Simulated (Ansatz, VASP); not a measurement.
## Two plane-wave programs on AlNi3

INCAR

```
SYSTEM = AlNi3
PREC = Accurate
ENCUT = 520
EDIFF = 1E-7
ISMEAR = -1
SIGMA = 0.025
LREAL = .FALSE.
LASPH = .TRUE.
NELM = 150
ALGO = Normal
ISIF = 2
LWAVE = .FALSE.
LCHARG = .FALSE.
ISPIN = 2
MAGMOM = 0 0.3 0.3 0.2
LORBIT = 11
LMAXMIX = 4
GGA = PE
NBANDS = 28
```

KPOINTS

```
Automatic mesh
0
G
  9 9 8
  0 0 0
```

The input POSCAR:

```
AlNi3
1.0
    3.4546393844      0.0000000000      0.0000000000
    0.0000000000      3.4546393844      0.0000000000
    0.0000000000      0.0000000000      3.6639769158
Al Ni
1 3
Direct
    0.0000000000      0.0000000000      0.0000000000
    0.0000000000      0.5000000000      0.5000000000
    0.5000000000      0.0000000000      0.5000000000
    0.5000000000      0.5000000000      0.0000000000
```

Input for Ansatz:

```yaml
crystal:
  lattice:
    - [3.4546393844, 0.0, 0.0]
    - [0.0, 3.4546393844, 0.0]
    - [0.0, 0.0, 3.6639769158]
  atoms:
    - { symbol: Al, position: [0.0, 0.0, 0.0] }
    - { symbol: Ni, position: [0.0, 0.5, 0.5], spin: 0.3 }
    - { symbol: Ni, position: [0.5, 0.0, 0.5], spin: 0.3 }
    - { symbol: Ni, position: [0.5, 0.5, 0.0], spin: 0.2 }
magnetization:
  spin_polarized: true
kpoints:
  mp_grid: { grid: [9, 9, 8] }
scf:
  occupations: { method: fermi_dirac, width: 0.025 }
  lower_state_search: "off"
hamiltonian:
  xc: pbe
  pseudopotentials: { kind: paw }
output:
  eigenvalues: false
  eigenstates:
    nscf_kmesh: { grid: [13, 13, 12] }
    top_band: c43
    magnetocrystalline_anisotropy:
      directions: [[0.0, 0.0, 1.0], [1.0, 0.0, 0.0], [0.70710678, 0.70710678, 0.0]]
  write_density: true
  write_potential: true
  elf: true
  volumetric_format: npy
```

Change from the starting cell: stretched by +4 % along [0.0, 0.0, 1.0] at fixed volume; anisotropy by the force theorem, PAW files.

Alike in both runs: task single point; functional PBE; k mesh 9 × 9 × 8; occupations fermi-dirac, width 0.025 eV; collinear spin.

```csv
,VASP,Ansatz
version,VASP 6.6.1,Ansatz 0.2.0
potentials or method,"VASP PAW PBE potentials, release 64 (Al, Ni)","PAW with Ansatz's default frozen-core files, scalar-relativistic"
plane-wave cutoff (eV),520,420
valence electrons in the cell,33,57
```

VASP gave:

```
net moment per atom (μB)                                      : 0.16
size of the moment on the site where the two differ most (μB) : 0.21
```

Problem. Which values does Ansatz return?

Solution. net moment per atom (μB): 0.17; size of the moment on the site where the two differ most (μB): 0.23.

Site moments also hang on the region over which each program counts them. VASP's potentials hold 33 valence electrons a cell and Ansatz's 57, so a difference there can come from the potentials and not from the codes.
